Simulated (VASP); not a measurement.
# CO2 (I-42d) in VASP: notebook

CO2 is run at these levels: PBEsol+D3(BJ), PBEsol+D4, PBEsol; tasks: single point.

Program: VASP 6.6.1. These are calculated values, not measurements. Logs are shortened: lines on timing, memory, paths and dates and some standing lists are left out, and cuts for length are marked.

### 1 The cell of the first run

The structure is tetragonal, space group I-42d (No. 122). The conventional cell has a = 3.904 Å, b = 3.904 Å, c = 5.931 Å, α = 90.00°, β = 90.00°, γ = 90.00°. O (site symmetry 2) has 2 C at 1.39 Å within 1.9 Å. C (site symmetry -4) has 4 O at 1.39 Å within 1.9 Å.

### 2 Single point, PBEsol+D3(BJ)

File INCAR:

```
  PREC = Accurate
  ENCUT = 520
  EDIFF = 1E-6
  ISMEAR = -1
  SIGMA = 0.05
  LREAL = F
  LASPH = T
  NELM = 100
  ALGO = Normal
  ISIF = 2
  LWAVE = F
  LCHARG = F
  GGA = PS
  IVDW = 12
  NBANDS = 25
```

File KPOINTS:

```
Automatic mesh
0
Gamma
  9 9 9
```

File POSCAR:

```
CO2
1.0
   -1.9520737058      1.9520737058      2.9653472692
    1.9520737058     -1.9520737058      2.9653472692
    1.9520737058      1.9520737058     -2.9653472692
O C
4 2
Direct
    0.8750000000      0.9563623027      0.5813623027
    0.3750000000      0.2936376973      0.4186376973
    0.0436376973      0.6250000000      0.9186376973
    0.7063623027      0.1250000000      0.0813623027
    0.0000000000      0.0000000000      0.0000000000
    0.7500000000      0.2500000000      0.5000000000
```

Potentials or basis: VASP PAW PBE potentials, release 64 (O, C).

Launch:

```sh
> cat potpaw_PBE.64/O/POTCAR potpaw_PBE.64/C/POTCAR > POTCAR
> mpirun -np 1 vasp_std > vasp.out
```

OUTCAR:

```text
PREC = Accurate
   ENCUT = 520
   EDIFF = 1E-6
   ISMEAR = -1
   LREAL = F
   LASPH = T
   NELM = 100
   ISIF = 2
   GGA = PS
   IVDW = 12
 IVDW          = 12

 ion  position               nearest neighbor table
   1  0.875  0.956  0.581-   5 1.39   6 1.39
   2  0.375  0.294  0.419-   6 1.39   5 1.39
   3  0.044  0.625  0.919-   5 1.39   6 1.39
   4  0.706  0.125  0.081-   5 1.39   6 1.39
   5  0.000  0.000  0.000-   3 1.39   2 1.39   1 1.39   4 1.39
   6  0.750  0.250  0.500-   2 1.39   1 1.39   3 1.39   4 1.39

  LATTYP: Found a body centered tetragonal cell.
 ALAT       =     3.9041474116
 C/A-ratio  =     1.5190754634

  Lattice vectors:

 A1 = (  -1.9520737058,   1.9520737058,   2.9653472692)
 A2 = (   1.9520737058,  -1.9520737058,   2.9653472692)
 A3 = (   1.9520737058,   1.9520737058,  -2.9653472692)

Analysis of symmetry for initial positions (statically):
=====================================================================
 Subroutine PRICEL returns:
 Original cell was already a primitive cell.

 Routine SETGRP: Setting up the symmetry group for a
 body centered tetragonal supercell.

 Subroutine GETGRP returns: Found  8 space group operations
 (whereof  4 operations were pure point group operations)
 out of a pool of 16 trial point group operations.

The static configuration has the point symmetry S_4 .
 The point group associated with its full space group is D_2d.

Analysis of symmetry for dynamics (positions and initial velocities):
=====================================================================
 Subroutine PRICEL returns:
 Original cell was already a primitive cell.

 Routine SETGRP: Setting up the symmetry group for a
 body centered tetragonal supercell.

 Subroutine GETGRP returns: Found  8 space group operations
 (whereof  4 operations were pure point group operations)
 out of a pool of 16 trial point group operations.

The dynamic configuration has the point symmetry S_4 .
 The point group associated with its full space group is D_2d.

 Subroutine INISYM returns: Found  8 space group operations
 (whereof  4 operations are pure point group operations),
 and found     1 'primitive' translations
[... 98 lines left out ...]
   LNONCOLLINEAR =      F non collinear calculations
   LSORBIT =      F    spin-orbit coupling
   LASPH  =      T    aspherical Exc in radial PAW
   ENCUT  =  520.0 eV  38.22 Ry    6.18 a.u.   7.53  7.53  7.53*2*pi/ulx,y,z
   NELM   =    100;   NELMIN=  2; NELMDL= -5     # of ELM steps
   EDIFF  = 0.1E-05   stopping-criterion for ELM
   LREAL  =      F    real-space projection
   EDIFFG = 0.1E-04   stopping-criterion for IOM
   NSW    =      0    number of steps for IOM
   IBRION =     -1    ionic relax: 0-MD 1-quasi-New 2-CG
   NFREE  =      0    steps in history (QN), initial steepest desc. (CG)
   ISIF   =      2    stress and relaxation
   ISYM   =      2    0-nonsym 1-usesym 2-fastsym
   POTIM  = 0.5000    time-step for ionic-motion
   TEBEG  =    0.0;   TEEND  =   0.0 temperature during run
   PSTRESS=    0.0 pullay stress
   NELECT =      32.0000    total number of electrons
   NUPDOWN=      -1.0000    fix difference up-down
   EMIN   =  10.00;   EMAX   =-10.00  energy-range for DOS
   EFERMI =   0.00;   METHOD = LEGACY
   ISMEAR =    -1;   SIGMA  =   0.05  broadening in eV -4-tet -1-fermi 0-gaus
   EFERMI_NEDOS =   21; number of points for ismear=-14 and -15
   IALGO  =     38    algorithm
   IMIX   =      4    mixing-type and parameters
     AMIX     =   0.40;   BMIX     =  1.00
     AMIX_MAG =   1.60;   BMIX_MAG =  1.00
  volume/ion in A,a.u.               =       7.53        50.84
  Fermi-wavevector in a.u.,A,eV,Ry     =   1.459090  2.757281 28.966048  2.128944
  Thomas-Fermi vector in A             =   2.575698
   LORBIT       =      0    0 simple, 1 ext, 2 COOP (PROOUT), +10 PAW based schemes
   GGA     = PS    functional components
   LHFCALC =     F    Hartree Fock is set to
   AEXX    =    0.0000 exact exchange contribution
   IVDW    =    12    specifies the selected vdW correction
   LEPSILON=     F    determine dielectric tensor
   LRPA    =     F    only Hartree local field effects (RPA)
 non-spin polarized calculation
  energy-cutoff  :      520.00
  volume of cell :       45.20
 maximum number of plane-waves:      1233
 NGX is ok and might be reduce to    30
   NGX = 15   NGY = 15   NGZ = 15

 number of electron      31.9999979 magnetization

 Free energy of the ion-electron system (eV)
  ---------------------------------------------------
  ext. energy  EPLUGINS =         0.00000000
  ---------------------------------------------------
  free energy    TOTEN  =       -46.10298373 eV

  energy without entropy =      -46.10298373  energy(sigma->0) =      -46.10298373

 E-fermi :   3.6466     XC(G=0): -11.5679

 val. band max:        2.4793034715   @ k =   0.4444   0.0000   0.0000
 cond. band min:      10.0867759344   @ k =   0.0000   0.0000   0.0000
 fundamental gap:      7.6074724630
 Fermi energy:         3.6466052092

 k-point     1 :       0.0000    0.0000    0.0000
  band No.  band energies     occupation
      1     -21.7913      2.00000
      2     -16.5146      2.00000
      3     -16.5146      2.00000
      4     -15.8038      2.00000
      5     -12.1895      2.00000
      6      -7.3917      2.00000
[... 661 lines left out ...]
     24      17.3354      0.00000
     25      17.7124      0.00000

 [... further k-points ...]

------------------------ aborting loop because EDIFF is reached ----------------------------------------

 Edisp (eV)   -0.41333

 E8    (eV) :    -0.1843

  FORCE on cell =-STRESS in cart. coord.  units (eV):
  Direction    XX          YY          ZZ          XY          YZ          ZX
  --------------------------------------------------------------------------------------
  -------------------------------------------------------------------------------------
  Total       0.44701     0.44701     0.35750     0.00000     0.00000     0.00000
  in kB      15.84514    15.84514    12.67247     0.00000     0.00000     0.00000
  external pressure =       14.79 kB  Pullay stress =        0.00 kB

 VOLUME and BASIS-vectors are now :
 -----------------------------------------------------------------------------
  energy-cutoff  :      520.00
  volume of cell :       45.20
      direct lattice vectors                 reciprocal lattice vectors
    -1.952073706  1.952073706  2.965347269     0.000000000  0.256137869  0.168614315
     1.952073706 -1.952073706  2.965347269     0.256137869  0.000000000  0.168614315
     1.952073706  1.952073706 -2.965347269     0.256137869  0.256137869  0.000000000

 POSITION                                       TOTAL-FORCE (eV/Angst)
 -----------------------------------------------------------------------------------
      1.29369      0.97604      3.70668        -0.101220      0.000000      0.000000
      0.65839      0.97604      0.74134         0.101220     -0.000000     -0.000000
      2.92811      0.65839     -0.74134        -0.000000      0.101220     -0.000000
     -0.97604      1.29369      2.22401         0.000000     -0.101220      0.000000
      0.00000      0.00000      0.00000        -0.000000      0.000000      0.000000
      0.00000      1.95207      1.48267        -0.000000      0.000000      0.000000
 -----------------------------------------------------------------------------------
    total drift:                                0.000002      0.000002      0.000002

  FREE ENERGIE OF THE ION-ELECTRON SYSTEM (eV)
  ---------------------------------------------------
  free  energy   TOTEN  =       -46.5163150809 eV

  energy  without entropy=      -46.5163150809  energy(sigma->0) =      -46.51631508
```

OSZICAR:

```text
N       E                     dE             d eps       ncg     rms          rms(c)
DAV:   1     0.146475720576E+03    0.14648E+03   -0.18674E+04  3750   0.128E+03
DAV:   2    -0.414927529331E+02   -0.18797E+03   -0.18138E+03  4732   0.297E+02
DAV:   3    -0.488702071748E+02   -0.73775E+01   -0.73321E+01  5031   0.569E+01
DAV:   4    -0.489309457150E+02   -0.60739E-01   -0.60695E-01  4442   0.582E+00
DAV:   5    -0.489315301318E+02   -0.58442E-03   -0.58416E-03  4975   0.541E-01    0.126E+01
DAV:   6    -0.461828798860E+02    0.27487E+01   -0.54228E+00  4675   0.190E+01    0.519E+00
DAV:   7    -0.461320604040E+02    0.50819E-01   -0.64953E-01  4824   0.553E+00    0.285E+00
DAV:   8    -0.461068162756E+02    0.25244E-01   -0.67399E-02  4576   0.235E+00    0.516E-01
DAV:   9    -0.461029681890E+02    0.38481E-02   -0.14806E-02  4795   0.104E+00    0.184E-01
DAV:  10    -0.461030211341E+02   -0.52945E-04   -0.19510E-03  5000   0.322E-01    0.665E-02
DAV:  11    -0.461029788113E+02    0.42323E-04   -0.16698E-04  4577   0.101E-01    0.199E-02
DAV:  12    -0.461029835945E+02   -0.47832E-05   -0.18898E-05  4575   0.316E-02    0.514E-03
DAV:  13    -0.461029837298E+02   -0.13528E-06   -0.22787E-06  4248   0.114E-02
   1 F= -.46516315E+02 E0= -.46516315E+02  d E =-.819062E-11
```

stdout:

```text
POSCAR found type information on POSCAR O C
 POSCAR found :  2 types and       6 ions
 scaLAPACK will be used
 -----------------------------------------------------------------------------
|                                                                             |
|                                                                             |
|     You enforced a specific xc type in the INCAR file but a different       |
|     I HOPE YOU KNOW WHAT YOU ARE DOING!                                     |
|                                                                             |
 -----------------------------------------------------------------------------

 LDA part: xc-table for (Slater+PW92), standard interpolation
 POSCAR, INCAR and KPOINTS ok, starting setup
 FFT: planning ... GRIDC
 FFT: planning ... GRID_SOFT
 FFT: planning ... GRID
 WAVECAR not read
 entering main loop
```

Wall time 1.7 min (1 thread of Oxide Virtual Turin-like, shared host); peak memory 0.19 GiB.

What came out:

```yaml
Free_energy: -46.5163 eV
Pressure: 1.5 GPa
Largest_force: 0.101 eV/Å
Band_gap_on_the_k_mesh: 7.61 eV (least direct gap 8.02 eV)
Dispersion_energy_per_atom: -0.069 eV
```

Forces in eV/Å, atoms in the order of the input:
```
O   -0.101  0.000  0.000
O    0.101  0.000  0.000
O    0.000  0.101  0.000
O    0.000 -0.101  0.000
C    0.000  0.000  0.000
C    0.000  0.000  0.000
```

Levels at points of the mesh, in eV from the valence-band top:
| k point | band 12 | band 13 | band 14 | band 15 | band 16 | band 17 | band 18 | band 19 | band 20 | band 21 |
| --- | --- | --- | --- | --- | --- | --- | --- | --- | --- | --- |
| (0.00, 0.00, 0.00) | -1.29 | -1.29 | -0.86 | -0.86 | -0.41 | 7.61 | 9.50 | 9.50 | 9.54 | 12.36 |

Caveat: three body term missing; the PAW data sets were made with another functional, which shifts forces and pressure a little.

### 3 Single point, PBEsol+D4

File INCAR:

```
  ALGO = Normal
  EDIFF = 1E-7
  ENCUT = 520
  GGA = PS
  ISIF = 2
  ISMEAR = -1
  IVDW = 13
  LASPH = T
  LCHARG = F
  LREAL = F
  LWAVE = F
  NBANDS = 25
  NELM = 80
  PREC = Accurate
  SIGMA = 0.05
```

File KPOINTS:

```
k-points
0
Gamma
  9 9 9
```

File POSCAR:

```
CO2
1.0
   -1.9509611788      1.9509611788      2.9654733166
    1.9509611788     -1.9509611788      2.9654733166
    1.9509611788      1.9509611788     -2.9654733166
O C
4 2
Direct
    0.8750000000      0.9561617239      0.5811617239
    0.3750000000      0.2938382761      0.4188382761
    0.0438382761      0.6250000000      0.9188382761
    0.7061617239      0.1250000000      0.0811617239
    0.0000000000      0.0000000000      0.0000000000
    0.7500000000      0.2500000000      0.5000000000
```

Potentials or basis: VASP PAW PBE potentials, release 64 (O, C).

Launch:

```sh
> cat potpaw_PBE.64/O/POTCAR potpaw_PBE.64/C/POTCAR > POTCAR
> mpirun -np 1 vasp_std > vasp.out
```

Wall time 3.1 min (1 thread of Oxide Virtual Turin-like, shared host); peak memory 0.17 GiB.

Results (log left out):

```yaml
Free_energy: -46.5475 eV
Pressure: 1.8 GPa
Largest_force: 0.103 eV/Å
Band_gap_on_the_k_mesh: 7.61 eV (least direct gap 8.02 eV)
Dispersion_energy_per_atom: -0.074 eV
```

Forces on the atoms (eV/Å):
```
O   -0.103  0.000  0.000
O    0.103  0.000  0.000
O    0.000  0.103  0.000
O    0.000 -0.103  0.000
C    0.000  0.000  0.000
C    0.000  0.000  0.000
```

Stress tensor (GPa, compression positive):
```
1.88 0.00 0.00
0.00 1.88 0.00
0.00 0.00 1.54
```

Levels at points of the mesh, in eV from the valence-band top:
```
           k point  band 12  band 13  band 14  band 15  band 16  band 17  band 18  band 19  band 20  band 21
(0.00, 0.00, 0.00)    -1.29    -1.29    -0.86    -0.86    -0.41     7.61     9.50     9.50     9.55    12.36
```

Caveat: the PAW data sets were made with another functional, which shifts forces and pressure a little. A k mesh can miss the band edges.

### 4 Single point, PBEsol

This run uses another cell than the first one, of 7.59 Å³/atom.

File INCAR:

```
PREC = Accurate
ENCUT = 520
EDIFF = 1E-6
ISMEAR = -1
SIGMA = 0.05
LREAL = False
LASPH = True
NELM = 80
ALGO = Normal
ISIF = 2
LWAVE = False
LCHARG = True
GGA = PS
LELF = True
LVHAR = True
NBANDS = 25
```

File KPOINTS:

```
regular mesh
0
Gamma
  9 9 9
```

File POSCAR:

```
CO2
1.0
   -1.9591081624      1.9591081624      2.9681376599
    1.9591081624     -1.9591081624      2.9681376599
    1.9591081624      1.9591081624     -2.9681376599
O C
4 2
Direct
    0.8750000000      0.9577596168      0.5827596168
    0.3750000000      0.2922403832      0.4172403832
    0.0422403832      0.6250000000      0.9172403832
    0.7077596168      0.1250000000      0.0827596168
    0.0000000000      0.0000000000      0.0000000000
    0.7500000000      0.2500000000      0.5000000000
```

Launch:

```sh
> cat potpaw_PBE.64/O/POTCAR potpaw_PBE.64/C/POTCAR > POTCAR
> mpirun -np 1 vasp_std > vasp.out
```

It took 68 s on 1 thread of Oxide Virtual Turin-like, shared host; peak memory 0.17 GiB.

It converged, with:

| Item | Value |
| --- | --- |
| Free energy | -46.1074 eV |
| Pressure | 1.7 GPa |
| Largest force | 0.099 eV/Å |
| Band gap on the k mesh | 7.60 eV (least direct gap 8.03 eV) |

Forces in eV/Å, atoms in the order of the input:
```
O   -0.099  0.000  0.000
O    0.099  0.000  0.000
O    0.000  0.099  0.000
O    0.000 -0.099  0.000
C    0.000  0.000  0.000
C    0.000  0.000  0.000
```

Stress tensor (GPa, compression positive):
```
1.85 0.00 0.00
0.00 1.85 0.00
0.00 0.00 1.53
```

Levels at points of the mesh, in eV from the valence-band top:
| k point | band 13 | band 14 | band 15 | band 16 | band 17 | band 18 | band 19 | band 20 |
| --- | --- | --- | --- | --- | --- | --- | --- | --- |
| (0.00, 0.00, 0.00) | -1.26 | -0.88 | -0.88 | -0.42 | 7.60 | 9.44 | 9.44 | 9.46 |

Caveat: the PAW data sets were made with another functional, which shifts forces and pressure a little.

### 5 Single point, PBEsol+D3(BJ)

This run uses another cell than the first one, of 7.84 Å³/atom.

File INCAR:

```
PREC     = Accurate       # precision mode
ENCUT    = 520            # plane-wave cutoff, eV
EDIFF    = 1E-7           # SCF threshold, eV
ISMEAR   = -1             # smearing method
SIGMA    = 0.05           # smearing width, eV
LREAL    = F              # projectors in reciprocal space
LASPH    = T              # aspherical terms in the spheres
NELM     = 60             # most SCF steps
ALGO     = Normal         # electronic algorithm
ISIF     = 2              # what is computed and relaxed
LWAVE    = F              # write WAVECAR
LCHARG   = F              # write CHGCAR
GGA      = PS             # functional
IVDW     = 12             # dispersion correction
NBANDS   = 25             # bands
```

File KPOINTS:

```
Automatic mesh
0
Gamma
  9 9 9
```

File POSCAR:

```
CO2
1.0
   -1.9747270000      1.9747270000      3.0140580000
    1.9747270000     -1.9747270000      3.0140580000
    1.9747270000      1.9747270000     -3.0140580000
O C
4 2
Direct
    0.8750000000      0.9597980000      0.5847980000
    0.3750000000      0.2902020000      0.4152020000
    0.0402020000      0.6250000000      0.9152020000
    0.7097980000      0.1250000000      0.0847980000
    0.0000000000      0.0000000000      0.0000000000
    0.7500000000      0.2500000000      0.5000000000
```

Launch:

```sh
> cat potpaw_PBE.64/O/POTCAR potpaw_PBE.64/C/POTCAR > POTCAR
> mpirun -np 1 vasp_std > vasp.out
```

Wall time 95 s (1 thread of Oxide Virtual Turin-like, shared host); peak memory 0.18 GiB.

The run converged. Its results:

```
Free energy                : -46.4922 eV
Pressure                   : -6.3 GPa
Largest force              : 0.121 eV/Å
Band gap on the k mesh     : 7.53 eV (least direct gap 8.00 eV)
Dispersion energy per atom : -0.066 eV
```

Forces on the atoms (eV/Å):
```
O    0.121  0.000  0.000
O   -0.121  0.000  0.000
O    0.000 -0.121  0.000
O    0.000  0.121  0.000
C    0.000  0.000  0.000
C    0.000  0.000  0.000
```

Stress tensor (GPa, compression positive):
```
-5.74  0.00  0.00
 0.00 -5.74  0.00
 0.00  0.00 -7.46
```

Levels at points of the mesh, in eV from the valence-band top:
```tsv
k point	band 13	band 14	band 15	band 16	band 17	band 18	band 19	band 20
(0.00, 0.00, 0.00)	-1.17	-0.87	-0.87	-0.47	7.53	9.02	9.11	9.11
```

Caveat: three body term missing; the cell stands under tension; the PAW data sets were made with another functional, which shifts forces and pressure a little. A k mesh can miss the band edges.

### 6 Summary

| level | cell | gap on the mesh (eV) | pressure (GPa) | largest force (eV/Å) |
| --- | --- | --- | --- | --- |
| PBEsol+D3(BJ) | a = 4.051 Å, angles 122.4, 122.4, 85.9°, 6 atoms, atomic positions A | 7.61 | 1.5 | 0.10 |
| PBEsol+D4 | a = 4.050 Å, angles 122.4, 122.4, 85.9°, 6 atoms, atomic positions B | 7.61 | 1.8 | 0.10 |
| PBEsol | a = 4.060 Å, angles 122.3, 122.3, 86.1°, 6 atoms, atomic positions C | 7.60 | 1.7 | 0.10 |
| PBEsol+D3(BJ) | a = 4.109 Å, angles 122.6, 122.6, 85.6°, 6 atoms, atomic positions D | 7.53 | -6.3 | 0.12 |

Alike in all rows: task single point; potentials or basis VASP PAW PBE potentials, release 64 (O, C); no spin polarisation; k mesh 9 × 9 × 9; cutoff (eV) 520; smearing fermi-dirac 0.05 eV.

Caveats: the PAW data sets were made with another functional, which shifts forces and pressure a little; three body term missing (at least some runs); the cell stands under tension (at least some runs).

Total energies depend on the potentials used, so only differences within one code and one set of settings carry meaning.
